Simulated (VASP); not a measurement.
# PtPb (P6_3/mmc) in VASP: further runs

PtPb is run at these levels: LDA; tasks: electric field gradients.

All numbers are computed with VASP 6.6.1; they aren't measurements. Logs are shortened: lines on timing, memory, paths and dates and some standing lists are left out, and cuts for length are marked.

**1. The cell of the first run**

The structure is hexagonal, space group P6_3/mmc (No. 194). The conventional cell has a = 4.250 Å, b = 4.250 Å, c = 5.565 Å, α = 90.00°, β = 90.00°, γ = 120.00°. Pt (site symmetry -6m2) has 6 Pb at 2.82 Å and 6 Pt at 3.71 Å within 3.8 Å. Within 3.7 Å of Pb (site symmetry -3m) lie 2 Pb at 2.78 Å and 6 Pt at 2.82 Å.

**2. Electric field gradients, LDA (zz strain of +2 %)**

The input, INCAR:

```
PREC     = Accurate       # precision mode
ENCUT    = 430            # plane-wave cutoff, eV
EDIFF    = 1E-8           # SCF threshold, eV
ISMEAR   = -1             # smearing method
SIGMA    = 0.05           # smearing width, eV
LREAL    = False          # projectors in reciprocal space
LASPH    = True           # aspherical terms in the spheres
NELM     = 120            # most SCF steps
ALGO     = Normal         # electronic algorithm
ISIF     = 2              # what is computed and relaxed
LWAVE    = False          # write WAVECAR
LCHARG   = False          # write CHGCAR
LEFG     = True         
NBANDS   = 40             # bands
GGA_COMPAT= False
```

The input, KPOINTS:

```
regular mesh
0
Gamma
  10 10 7
```

The input, POSCAR:

```
PtPb
1.0
    4.2500008807      0.0000000000      0.0000000000
   -2.1250004404      3.6806087288      0.0000000000
    0.0000000000      0.0000000000      5.5651200000
Pt Pb
2 2
Direct
    0.3333333333      0.6666666667      0.2500000000
    0.6666666667      0.3333333333      0.7500000000
    0.0000000000      0.0000000000      0.0000000000
    0.0000000000      0.0000000000      0.5000000000
```

Potentials or basis: VASP PAW LDA potentials, release 64 (Pt_sv_GW, Pb_d).

Command:

```sh
$ cat potpaw_LDA.64/Pt_sv_GW/POTCAR potpaw_LDA.64/Pb_d/POTCAR > POTCAR
$ mpirun -np 1 vasp_std > vasp.out
```

OUTCAR:

```text
PREC = Accurate
   ENCUT = 430
   EDIFF = 1E-8
   ISMEAR = -1
   LREAL = False
   LASPH = True
   NELM = 120
   ISIF = 2

 ion  position               nearest neighbor table
   1  0.333  0.667  0.250-   3 2.82   4 2.82   3 2.82   4 2.82   3 2.82   4 2.82
   2  0.667  0.333  0.750-   3 2.82   4 2.82   3 2.82   4 2.82   3 2.82   4 2.82
   3  0.000  0.000  0.000-   4 2.78   4 2.78   1 2.82   2 2.82   2 2.82   1 2.82   2 2.82   1 2.82

   4  0.000  0.000  0.500-   3 2.78   3 2.78   1 2.82   2 2.82   2 2.82   1 2.82   2 2.82   1 2.82

  LATTYP: Found a hexagonal cell.
 ALAT       =     4.2500008807
 C/A-ratio  =     1.3094397287

  Lattice vectors:

 A1 = (   4.2500008807,   0.0000000000,   0.0000000000)
 A2 = (  -2.1250004404,   3.6806087288,   0.0000000000)
 A3 = (   0.0000000000,   0.0000000000,   5.5651200000)

Analysis of symmetry for initial positions (statically):
=====================================================================
 Subroutine PRICEL returns:
 Original cell was already a primitive cell.

 Routine SETGRP: Setting up the symmetry group for a
 hexagonal supercell.

 Subroutine GETGRP returns: Found 24 space group operations
 (whereof 12 operations were pure point group operations)
 out of a pool of 24 trial point group operations.

The static configuration has the point symmetry D_3d.
 The point group associated with its full space group is D_6h.

Analysis of symmetry for dynamics (positions and initial velocities):
=====================================================================
 Subroutine PRICEL returns:
 Original cell was already a primitive cell.

 Routine SETGRP: Setting up the symmetry group for a
 hexagonal supercell.

 Subroutine GETGRP returns: Found 24 space group operations
 (whereof 12 operations were pure point group operations)
 out of a pool of 24 trial point group operations.

The dynamic configuration has the point symmetry D_3d.
 The point group associated with its full space group is D_6h.

 Subroutine INISYM returns: Found 24 space group operations
 (whereof 12 operations are pure point group operations),
 and found     1 'primitive' translations

----------------------------------------------------------------------------------------

                                     Primitive cell

  volume of cell :      87.0529

  direct lattice vectors                    reciprocal lattice vectors
     4.250000881  0.000000000  0.000000000     0.235294069  0.135847094  0.000000000
    -2.125000440  3.680608729  0.000000000     0.000000000  0.271694188  0.000000000
     0.000000000  0.000000000  5.565120000     0.000000000  0.000000000  0.179690645

  length of vectors
     4.250000881  4.250000881  5.565120000     0.271694188  0.271694188  0.179690645

  position of ions in fractional coordinates (direct lattice)
     0.333333333  0.666666667  0.250000000
     0.666666667  0.333333333  0.750000000
     0.000000000  0.000000000  0.000000000
     0.000000000  0.000000000  0.500000000

  ion indices of the primitive-cell ions
   primitive index   ion index
                 1           1
                 2           2
                 3           3
                 4           4

----------------------------------------------------------------------------------------

 KPOINTS: regular mesh

Automatic generation of k-mesh.
 Grid dimensions read from file:
 generate k-points for:   10   10    7

 Generating k-lattice:

  Cartesian coordinates                     Fractional coordinates (reciprocal lattice)
     0.023529407  0.013584709  0.000000000     0.100000000 -0.000000000  0.000000000
     0.000000000  0.027169419  0.000000000     0.000000000  0.100000000  0.000000000
     0.000000000  0.000000000  0.025670092     0.000000000  0.000000000  0.142857143

  Length of vectors
     0.027169419  0.027169419  0.025670092

  Shift w.r.t. Gamma in fractional coordinates (k-lattice)
     0.000000000  0.000000000  0.000000000

 Subroutine IBZKPT returns following result:
 ===========================================

 Found     56 irreducible k-points:

 Following reciprocal coordinates:
            Coordinates               Weight
  0.000000  0.000000  0.000000      1.000000
  0.100000 -0.000000  0.000000      6.000000
  0.200000 -0.000000  0.000000      6.000000
  0.300000 -0.000000  0.000000      6.000000
  0.400000 -0.000000  0.000000      6.000000
  0.500000  0.000000  0.000000      3.000000
[... 16 lines left out ...]
  0.300000  0.100000  0.142857     24.000000
  0.400000  0.100000  0.142857     24.000000
 [... further k-points ...]
   k-points           NKPTS =     56   k-points in BZ     NKDIM =     56   number of bands    NBANDS=     40
   number of dos      NEDOS =    301   number of ions     NIONS =      4
   total plane-waves  NPLWV =  36000
   dimension x,y,z NGX =    30 NGY =   30 NGZ =   40
   dimension x,y,z NGXF=    60 NGYF=   60 NGZF=   80
   ions per type =               2   2
   NGX,Y,Z   is equivalent  to a cutoff of  11.74, 11.74, 11.95 a.u.
   NGXF,Y,Z  is equivalent  to a cutoff of  23.47, 23.47, 23.90 a.u.
 SYSTEM =  unknown system
   PREC   = accura    normal or accurate (medium, high low for compatibility)
   ISTART =      0    job   : 0-new  1-cont  2-samecut
   ICHARG =      2    charge: 1-file 2-atom 10-const
   ISPIN  =      1    spin polarized calculation?
   LNONCOLLINEAR =      F non collinear calculations
   LSORBIT =      F    spin-orbit coupling
   LASPH  =      T    aspherical Exc in radial PAW
   ENCUT  =  430.0 eV  31.60 Ry    5.62 a.u.   7.19  7.19  9.41*2*pi/ulx,y,z
   NELM   =    120;   NELMIN=  2; NELMDL= -5     # of ELM steps
   EDIFF  = 0.1E-07   stopping-criterion for ELM
   LREAL  =      F    real-space projection
   EDIFFG = 0.1E-06   stopping-criterion for IOM
   NSW    =      0    number of steps for IOM
   IBRION =     -1    ionic relax: 0-MD 1-quasi-New 2-CG
   NFREE  =      0    steps in history (QN), initial steepest desc. (CG)
   ISIF   =      2    stress and relaxation
   ISYM   =      2    0-nonsym 1-usesym 2-fastsym
   POTIM  = 0.5000    time-step for ionic-motion
   TEBEG  =    0.0;   TEEND  =   0.0 temperature during run
   PSTRESS=    0.0 pullay stress
   NELECT =      64.0000    total number of electrons
   NUPDOWN=      -1.0000    fix difference up-down
   EMIN   =  10.00;   EMAX   =-10.00  energy-range for DOS
   EFERMI =   0.00;   METHOD = LEGACY
   ISMEAR =    -1;   SIGMA  =   0.05  broadening in eV -4-tet -1-fermi 0-gaus
   EFERMI_NEDOS =   21; number of points for ismear=-14 and -15
   IALGO  =     38    algorithm
   IMIX   =      4    mixing-type and parameters
     AMIX     =   0.40;   BMIX     =  1.00
     AMIX_MAG =   1.60;   BMIX_MAG =  1.00
  volume/ion in A,a.u.               =      21.76       146.87
  Fermi-wavevector in a.u.,A,eV,Ry     =   1.477544  2.792153 29.703372  2.183136
  Thomas-Fermi vector in A             =   2.591935
   LORBIT       =      0    0 simple, 1 ext, 2 COOP (PROOUT), +10 PAW based schemes
   GGA     = CA    functional components
   LHFCALC =     F    Hartree Fock is set to
   AEXX    =    0.0000 exact exchange contribution
   IVDW    =     0    specifies the selected vdW correction
   LEPSILON=     F    determine dielectric tensor
   LRPA    =     F    only Hartree local field effects (RPA)
 non-spin polarized calculation
  energy-cutoff  :      430.00
  volume of cell :       87.05
 maximum number of plane-waves:      1793
 NGX is ok and might be reduce to    30
   NGX = 15   NGY = 15   NGZ = 19

 number of electron      63.9999995 magnetization

 Free energy of the ion-electron system (eV)
  ---------------------------------------------------
  ext. energy  EPLUGINS =         0.00000000
  ---------------------------------------------------
  free energy    TOTEN  =       -21.52175582 eV

  energy without entropy =      -21.50195459  energy(sigma->0) =      -21.51185521

 E-fermi :   8.2072     XC(G=0): -11.9359

 val. band max:        8.1940746816   @ k =   0.2000   0.2000   0.1429
 cond. band min:       8.2111695319   @ k =   0.3000   0.2000   0.2857
 fundamental gap:      0.0170948503
 Fermi energy:         8.2072088762

 k-point     1 :       0.0000    0.0000    0.0000
  band No.  band energies     occupation
      1     -89.2324      2.00000
      2     -89.2320      2.00000
      3     -43.8043      2.00000
      4     -43.8043      2.00000
      5     -43.8006      2.00000
      6     -43.8006      2.00000
[... 32 lines left out ...]
     39      14.0428      0.00000
[... 988 lines left out ...]
     39      15.5808      0.00000
     40      18.0338      0.00000

 [... further k-points ...]
[... 5 lines left out ...]
  --------------------------------------------------------------------------------------
  -------------------------------------------------------------------------------------
  Total       -2.7791016     -2.7791016      9.6025195      0.0000000     -0.0000000      0.0000000
  in kB      -51.1483703    -51.1483703    176.7309356      0.0000000     -0.0000000      0.0000000
  external PRESSURE =      24.8113983 kB  Pullay stress =       0.0000000 kB

 VOLUME and BASIS-vectors are now :
 -----------------------------------------------------------------------------
  energy-cutoff  :      430.00
  volume of cell :       87.05
      direct lattice vectors                 reciprocal lattice vectors
     4.250000881  0.000000000  0.000000000     0.235294069  0.135847094  0.000000000
    -2.125000440  3.680608729  0.000000000     0.000000000  0.271694188  0.000000000
     0.000000000  0.000000000  5.565120000     0.000000000  0.000000000  0.179690645

 POSITION                                       TOTAL-FORCE (eV/Angst)
 -----------------------------------------------------------------------------------
     -0.00000      2.45374      1.39128         0.000000     -0.000000      0.000000
      2.12500      1.22687      4.17384        -0.000000      0.000000      0.000000
      0.00000      0.00000      0.00000         0.000000     -0.000000      0.000000
      0.00000      0.00000      2.78256         0.000000     -0.000000      0.000000
 -----------------------------------------------------------------------------------
    total drift:                               -0.000000      0.000000      0.000000

  FREE ENERGIE OF THE ION-ELECTRON SYSTEM (eV)
  ---------------------------------------------------
  free  energy   TOTEN  =       -21.5217558186 eV

  energy  without entropy=      -21.5019545948  energy(sigma->0) =      -21.51185521

 Electric field gradients (V/A^2)
---------------------------------------------------------------------
 ion       V_xx      V_yy      V_zz      V_xy      V_xz      V_yz
---------------------------------------------------------------------
   1     -15.182   -15.182    30.365    -0.000     0.000    -0.000
   2     -15.182   -15.182    30.365    -0.000    -0.000     0.000
   3     -11.218   -11.220    22.439    -0.001    -0.000     0.000
   4     -11.218   -11.220    22.439    -0.001     0.000    -0.000
---------------------------------------------------------------------

 Electric field gradients after diagonalization (V/A^2)
 (convention: |V_zz| > |V_xx| > |V_yy|)
----------------------------------------------------------------------
 ion       V_xx      V_yy      V_zz     asymmetry (V_yy - V_xx)/ V_zz
----------------------------------------------------------------------
   1     -15.182   -15.182    30.365       0.000
   2     -15.182   -15.182    30.365       0.000
   3     -11.221   -11.218    22.439       0.000
   4     -11.221   -11.218    22.439       0.000
----------------------------------------------------------------------

           NMR quadrupolar parameters

 Cq : quadrupolar parameter    Cq=e*Q*V_zz/h
 eta: asymmetry parameters     (V_yy - V_xx)/ V_zz
 Q  : nuclear electric quadrupole moment in mb (millibarn)
----------------------------------------------------------------------
 ion       Cq(MHz)       eta       Q (mb)
----------------------------------------------------------------------
   1       0.073       0.000       1.000
   2       0.073       0.000       1.000
   3       0.054       0.000       1.000
   4       0.054       0.000       1.000
----------------------------------------------------------------------
```

Run time: 2.7 min. Hardware: 1 thread of Intel Xeon Platinum 8375C at 2.90GHz (Ice Lake), shared host; peak memory 0.24 GiB.

Results:

```
Free energy                             : -21.5218 eV
Pressure                                : 2.5 GPa
Band gap on the k mesh                  : zero (bands 32 and 33 overlap by 2.89 eV)
Largest electric field gradient by atom : Pt +30.4; Pb +22.4 V/Å²
```

Stress tensor (GPa, compression positive):
```
-5.11  0.00  0.00
 0.00 -5.11  0.00
 0.00  0.00 17.67
```

Electric field gradients, principal values (V/Å²):
```tsv
atom	least	middle	greatest (by size)
1 Pt	-15.182	-15.182	30.365
2 Pt	-15.182	-15.182	30.365
3 Pb	-11.218	-11.221	22.439
4 Pb	-11.218	-11.221	22.439
```

Caveat: the cell differs from its parent crystal (zz strain of +2 %); the stress differs along the axes, from -5 to 18 GPa; without QUAD_EFG the Cq values of the log hold for a quadrupole moment of 1 mb, not for the nuclei; spin-orbit coupling is left out, which moves the levels of the heavy elements.

(Part 1 of 3 ends here.)

The gap in the log of VASP goes by the Fermi energy; the results here count the filled bands.